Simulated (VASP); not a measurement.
# C: single point with PBE

C:

```
C
1.0
     0.00000   -1.78340   -1.78340
    -1.78340    0.00000   -1.78340
     1.78340    1.78340   -3.56680
C
4
Cartesian
  -0.1010 -0.1010 -5.4512
  -0.1010 -0.1010 -1.8844
  0.9927 0.9927 -4.3575
  -0.7907 -0.7907 -4.3575
```

This cell differs from its parent crystal: atoms displaced along a vibrational mode.

- Program: VASP 6.6.1
- Task: single point
- Functional: PBE
- Potentials or basis: VASP PAW PBE potentials, release 64 (C)
- Cutoff: 520 eV
- k mesh: 12 × 12 × 10
- Occupations: gaussian, width 0.05 eV
- Spin: no spin polarisation
- Dipole correction: no
- Further INCAR settings: ALGO = Normal; EDIFF = 1e-07; NBANDS = 16

```yaml
Pressure: 24.4 GPa
Largest_force: 4.184 eV/Å
Band_gap_on_the_k_mesh: 0.15 eV
```

Forces in eV/Å, atoms in the order of the input:
```
C    2.420  2.420  2.406
C    2.420  2.420  2.406
C   -2.420 -2.420 -2.406
C   -2.420 -2.420 -2.406
```

Stress tensor (GPa, compression positive):
```
24.32 27.81 27.69
27.81 24.32 27.69
27.69 27.69 24.66
```

Levels at points of the mesh, in eV from the valence-band top:
| k point | band 6 | band 7 | band 8 | band 9 | band 10 | band 11 |
| --- | --- | --- | --- | --- | --- | --- |
| (0.00, 0.00, 0.00) | -4.95 | -1.81 | -1.04 | 0.66 | 3.55 | 4.89 |
| (0.50, 0.00, 0.00) | -10.58 | -5.53 | -5.53 | 1.32 | 1.32 | 7.59 |
| (0.50, 0.50, 0.00) | -7.37 | -6.25 | -6.25 | 0.35 | 1.37 | 4.70 |
| (0.00, 0.00, 0.50) | -6.54 | -1.50 | -1.50 | 1.70 | 1.70 | 6.78 |
| (0.50, 0.00, 0.50) | -7.63 | -7.37 | -1.81 | 0.35 | 0.66 | 1.37 |
| (0.50, 0.50, 0.50) | -10.23 | -8.45 | -8.45 | 2.71 | 2.71 | 6.34 |

It took 93 s on 1 thread of Intel(R) Xeon(R) Platinum 8259CL CPU @ 2.50GHz (Skylake/Cascade Lake) (shared host), peak memory 0.21 GiB.

Caveat: the cell differs from its parent crystal (atoms displaced along a vibrational mode); the cell stands under pressure; semilocal functionals underestimate gaps, and a narrow one can read as zero; forces of over 1 eV/Å act on the atoms, so gaps and moduli don't describe the material at rest. A k mesh can miss the band edges.
